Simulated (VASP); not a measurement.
# Ca in VASP: single point with PBE

Aim: the single point of Ca with PBE.

Everything below comes from runs of VASP 6.6.1. Logs are shortened: lines on timing, memory, paths and dates and some standing lists are left out, and cuts for length are marked.

## (1) The cell of the first run

The cell holds a slab with vacuum, 8 atoms: a = 3.943 Å, b = 7.602 Å, c = 29.506 Å, α = 90.00°, β = 90.00°, γ = 105.03°.

## (2) Single point, PBE

INCAR

```
PREC = Accurate
ENCUT = 520
EDIFF = 1E-6
ISMEAR = 0
SIGMA = 0.1
LREAL = F
LASPH = T
NELM = 60
ALGO = Normal
ISIF = 2
LWAVE = F
LCHARG = F
LDIPOL = T
IDIPOL = 3
DIPOL = 0.5 0.5 0.498
GGA = PE
NBANDS = 50
ISYM = 0
```

KPOINTS

```
regular mesh
0
Gamma
  7 4 1
```

POSCAR

```
Ca
1.0
    3.9425519900      0.0000000013      0.0000000000
   -1.9712759975      7.3415181793      0.0000000000
    0.0000000000      0.0000000000     29.5061092427
Ca
8
Direct
    0.7229976800      0.4459953600      0.3389128644
    0.4561357600      0.9122715200      0.3549982017
    0.1160421600      0.2320843200      0.4409425059
    0.8491802400      0.6983604800      0.4570278432
    0.5077993264      0.0144090468      0.5413792994
    0.2414563657      0.4810253272      0.5568488844
    0.8984565936      0.7934003337      0.6392202639
    0.6314069919      0.2603309772      0.6525919831
```

Potentials or basis: VASP PAW PBE potentials, release 64 (Ca_sv).

On the command line:

```console
$ cat potpaw_PBE.64/Ca_sv/POTCAR > POTCAR
$ mpirun -np 1 vasp_std > vasp.out
```

OUTCAR:

```text
PREC = Accurate
   ENCUT = 520
   EDIFF = 1E-6
   ISMEAR = 0
   LREAL = F
   LASPH = T
   NELM = 60
   ISIF = 2
   GGA = PE
   ISYM = 0

 ion  position               nearest neighbor table
   1  0.723  0.446  0.339-
   2  0.456  0.912  0.355-
   3  0.116  0.232  0.441-
   4  0.849  0.698  0.457-
   5  0.508  0.014  0.541-
   6  0.241  0.481  0.557-
   7  0.898  0.793  0.639-
   8  0.631  0.260  0.653-

IMPORTANT INFORMATION: All symmetrisations will be switched off!
NOSYMM: (Re-)initialisation of all symmetry stuff for point group C_1.

----------------------------------------------------------------------------------------

                                     Primitive cell

  volume of cell :     854.0342

  direct lattice vectors                    reciprocal lattice vectors
     3.942551990  0.000000001  0.000000000     0.253642819  0.068105804  0.000000000
    -1.971275998  7.341518179  0.000000000    -0.000000000  0.136211608  0.000000000
     0.000000000  0.000000000 29.506109243     0.000000000  0.000000000  0.033891286

  length of vectors
     3.942551990  7.601566828 29.506109243     0.262627265  0.136211608  0.033891286

  position of ions in fractional coordinates (direct lattice)
     0.722997680  0.445995360  0.338912864
     0.456135760  0.912271520  0.354998202
     0.116042160  0.232084320  0.440942506
     0.849180240  0.698360480  0.457027843
     0.507799326  0.014409047  0.541379299
     0.241456366  0.481025327  0.556848884
     0.898456594  0.793400334  0.639220264
     0.631406992  0.260330977  0.652591983

  ion indices of the primitive-cell ions
   primitive index   ion index
                 1           1
                 2           2
                 3           3
                 4           4
                 5           5
                 6           6
                 7           7
                 8           8

----------------------------------------------------------------------------------------

 KPOINTS: regular mesh

Automatic generation of k-mesh.
 Grid dimensions read from file:
 generate k-points for:    7    4    1

 Generating k-lattice:

  Cartesian coordinates                     Fractional coordinates (reciprocal lattice)
     0.036234688  0.009729401  0.000000000     0.142857143 -0.000000000  0.000000000
    -0.000000000  0.034052902  0.000000000     0.000000000  0.250000000  0.000000000
     0.000000000  0.000000000  0.033891286     0.000000000  0.000000000  1.000000000

  Length of vectors
     0.037518181  0.034052902  0.033891286

  Shift w.r.t. Gamma in fractional coordinates (k-lattice)
     0.000000000  0.000000000  0.000000000

 -----------------------------------------------------------------------------
|                                                                             |
|           W    W    AA    RRRRR   N    N  II  N    N   GGGG   !!!           |
|           W    W   A  A   R    R  NN   N  II  NN   N  G    G  !!!           |
|           W    W  A    A  R    R  N N  N  II  N N  N  G       !!!           |
|           W WW W  AAAAAA  RRRRR   N  N N  II  N  N N  G  GGG   !            |
|           WW  WW  A    A  R   R   N   NN  II  N   NN  G    G                |
|           W    W  A    A  R    R  N    N  II  N    N   GGGG   !!!           |
|                                                                             |
|     Your reciprocal lattice and k-lattice belong to different lattice       |
|     classes:                                                                |
|                                                                             |
|        The reciprocal lattice is base centered orthorhombic,                |
|        whereas your k-lattice is simple monoclinic.                         |
|                                                                             |
|     Results are often still useful ...                                      |
|                                                                             |
 -----------------------------------------------------------------------------

 WARNING: IBZKPT: internal override: KBLOWUP is changed to .FALSE.
      ... skipping the blow-up phase ...

 Subroutine IBZKPT returns following result:
 ===========================================

 Found     15 irreducible k-points:

 Following reciprocal coordinates:
            Coordinates               Weight
  0.000000  0.000000  0.000000      1.000000
  0.142857  0.000000  0.000000      2.000000
  0.285714  0.000000  0.000000      2.000000
  0.428571  0.000000  0.000000      2.000000
  0.000000  0.250000  0.000000      2.000000
  0.142857  0.250000  0.000000      2.000000
  0.285714  0.250000  0.000000      2.000000
  0.428571  0.250000  0.000000      2.000000
 -0.428571  0.250000  0.000000      2.000000
 -0.285714  0.250000  0.000000      2.000000
 -0.142857  0.250000  0.000000      2.000000
  0.000000  0.500000  0.000000      1.000000
  0.142857  0.500000  0.000000      2.000000
  0.285714  0.500000  0.000000      2.000000
  0.428571  0.500000  0.000000      2.000000
   k-points           NKPTS =     15   k-points in BZ     NKDIM =     15   number of bands    NBANDS=     50
   number of dos      NEDOS =    301   number of ions     NIONS =      8
   total plane-waves  NPLWV = 403200
   dimension x,y,z NGX =    30 NGY =   60 NGZ =  224
   dimension x,y,z NGXF=    60 NGYF=  120 NGZF=  448
   ions per type =               8
   NGX,Y,Z   is equivalent  to a cutoff of  12.65, 13.12, 12.62 a.u.
   NGXF,Y,Z  is equivalent  to a cutoff of  25.30, 26.24, 25.24 a.u.
 SYSTEM =  unknown system
   PREC   = accura    normal or accurate (medium, high low for compatibility)
   ISTART =      0    job   : 0-new  1-cont  2-samecut
   ICHARG =      2    charge: 1-file 2-atom 10-const
   ISPIN  =      1    spin polarized calculation?
   LNONCOLLINEAR =      F non collinear calculations
   LSORBIT =      F    spin-orbit coupling
   LASPH  =      T    aspherical Exc in radial PAW
   ENCUT  =  520.0 eV  38.22 Ry    6.18 a.u.   7.33 14.13 54.86*2*pi/ulx,y,z
   NELM   =     60;   NELMIN=  2; NELMDL= -5     # of ELM steps
   EDIFF  = 0.1E-05   stopping-criterion for ELM
   LREAL  =      F    real-space projection
   EDIFFG = 0.1E-04   stopping-criterion for IOM
   NSW    =      0    number of steps for IOM
   IBRION =     -1    ionic relax: 0-MD 1-quasi-New 2-CG
   NFREE  =      0    steps in history (QN), initial steepest desc. (CG)
   ISIF   =      2    stress and relaxation
   ISYM   =      0    0-nonsym 1-usesym 2-fastsym
   POTIM  = 0.5000    time-step for ionic-motion
   TEBEG  =    0.0;   TEEND  =   0.0 temperature during run
   PSTRESS=    0.0 pullay stress
   NELECT =      80.0000    total number of electrons
   NUPDOWN=      -1.0000    fix difference up-down
   EMIN   =  10.00;   EMAX   =-10.00  energy-range for DOS
   EFERMI =   0.00;   METHOD = LEGACY
   ISMEAR =     0;   SIGMA  =   0.10  broadening in eV -4-tet -1-fermi 0-gaus
   EFERMI_NEDOS =   21; number of points for ismear=-14 and -15
   IALGO  =     38    algorithm
   IMIX   =      4    mixing-type and parameters
     AMIX     =   0.40;   BMIX     =  1.00
     AMIX_MAG =   1.60;   BMIX_MAG =  1.00
  volume/ion in A,a.u.               =     106.75       720.41
  Fermi-wavevector in a.u.,A,eV,Ry     =   0.743498  1.405007  7.521153  0.552789
  Thomas-Fermi vector in A             =   1.838628
   LORBIT       =      0    0 simple, 1 ext, 2 COOP (PROOUT), +10 PAW based schemes
   GGA     = PE    functional components
   LHFCALC =     F    Hartree Fock is set to
   AEXX    =    0.0000 exact exchange contribution
   IVDW    =     0    specifies the selected vdW correction
   LEPSILON=     F    determine dielectric tensor
   LRPA    =     F    only Hartree local field effects (RPA)
 non-spin polarized calculation
 Gauss-broadening in eV      SIGMA  =   0.10
  energy-cutoff  :      520.00
  volume of cell :      854.03
 maximum number of plane-waves:     23081
 NGX is ok and might be reduce to    30
   NGX = 15   NGY = 29   NGZ =109

 dipolmoment           0.000000      0.000000      0.002471 electrons x Angstroem

 number of electron      80.0000002 magnetization

 dipolmoment           0.000000      0.000000     -0.003715 electrons x Angstroem

 Free energy of the ion-electron system (eV)
  ---------------------------------------------------
  ext. energy  EPLUGINS =         0.00000000
  ---------------------------------------------------
  free energy    TOTEN  =       -13.75228937 eV

  energy without entropy =      -13.69174510  energy(sigma->0) =      -13.72201724

 E-fermi :  -0.7434     XC(G=0):  -3.6764

 val. band max:       -0.7583972944   @ k =   0.4286   0.5000   0.0000
 cond. band min:      -0.7410098572   @ k =   0.4286   0.0000   0.0000
 fundamental gap:      0.0173874372
 Fermi energy:        -0.7434057378

 k-point     1 :       0.0000    0.0000    0.0000
  band No.  band energies     occupation
      1     -43.4620      2.00000
      2     -43.3603      2.00000
      3     -43.3006      2.00000
      4     -43.2354      2.00000
      5     -42.8627      2.00000
      6     -42.8417      2.00000
[... 42 lines left out ...]
     49       0.4606      0.00000
     50       0.5422      0.00000

 k-point     2 :       0.1429    0.0000    0.0000
  band No.  band energies     occupation
      1     -43.4612      2.00000
      2     -43.3595      2.00000
      3     -43.2998      2.00000
      4     -43.2347      2.00000
      5     -42.8619      2.00000
      6     -42.8410      2.00000
[... 681 lines left out ...]
 k-point    15 :       0.4286    0.5000    0.0000
  band No.  band energies     occupation
      1     -43.4583      2.00000
      2     -43.3565      2.00000
      3     -43.2969      2.00000
      4     -43.2317      2.00000
      5     -42.8585      2.00000
      6     -42.8382      2.00000
[... 42 lines left out ...]
     49       0.1005      0.00000
     50       0.4623      0.00000

------------------------ aborting loop because EDIFF is reached ----------------------------------------

 vacuum level on the upper side and lower side of the slab       (xc-potential included)        -0.188        -0.162

  FORCE on cell =-STRESS in cart. coord.  units (eV):
  Direction    XX          YY          ZZ          XY          YZ          ZX
  --------------------------------------------------------------------------------------
  -------------------------------------------------------------------------------------
  Total       -1.4657473     -0.8097545     -0.6735184     -0.1412342     -0.0635245      0.0042721
  in kB       -2.7497577     -1.5191082     -1.2635277     -0.2649569     -0.1191727      0.0080146
  external PRESSURE =      -1.8441312 kB  Pullay stress =       0.0000000 kB

 VOLUME and BASIS-vectors are now :
 -----------------------------------------------------------------------------
  energy-cutoff  :      520.00
  volume of cell :      854.03
      direct lattice vectors                 reciprocal lattice vectors
     3.942551990  0.000000001  0.000000000     0.253642819  0.068105804  0.000000000
    -1.971275998  7.341518179  0.000000000    -0.000000000  0.136211608  0.000000000
     0.000000000  0.000000000 29.506109243     0.000000000  0.000000000  0.033891286

 POSITION                                       TOTAL-FORCE (eV/Angst)
 -----------------------------------------------------------------------------------
      1.97128      3.27428     10.00000         0.001111      0.001248      0.162621
     -0.00000      6.69746     10.47462        -0.003179      0.021872      0.085035
     -0.00000      1.70385     13.01050         0.000876     -0.024394     -0.136451
      1.97128      5.12703     13.48511         0.001399      0.004513     -0.118310
      1.97362      0.10578     15.97400         0.000090     -0.010671     -0.021077
      0.00372      3.53146     16.43044         0.000159      0.008111     -0.013696
      1.97820      5.82476     18.86090        -0.000435      0.000592      0.011777
      1.97617      1.91122     19.25545        -0.000020     -0.001271      0.030100
 -----------------------------------------------------------------------------------
    total drift:                               -0.000286      0.000556     -0.000059

  FREE ENERGIE OF THE ION-ELECTRON SYSTEM (eV)
  ---------------------------------------------------
  free  energy   TOTEN  =       -13.7522893716 eV

  energy  without entropy=      -13.6917451036  energy(sigma->0) =      -13.72201724

 vacuum level on the upper side and lower side of the slab         1.818         1.844
```

Wall time 42 min (1 thread of Intel Xeon 8259CL, shared host); peak memory 1 GiB.

What came out:

```
Free energy            : -13.7523 eV
Largest force          : 0.163 eV/Å
Band gap on the k mesh : zero (bands 40 and 41 overlap by 0.12 eV)
```

Forces in eV/Å, atoms in the order of the input:
```
Ca   0.001  0.001  0.163
Ca  -0.003  0.022  0.085
Ca   0.001 -0.024 -0.136
Ca   0.001  0.005 -0.118
Ca   0.000 -0.011 -0.021
Ca   0.000  0.008 -0.014
Ca   0.000  0.001  0.012
Ca   0.000 -0.001  0.030
```
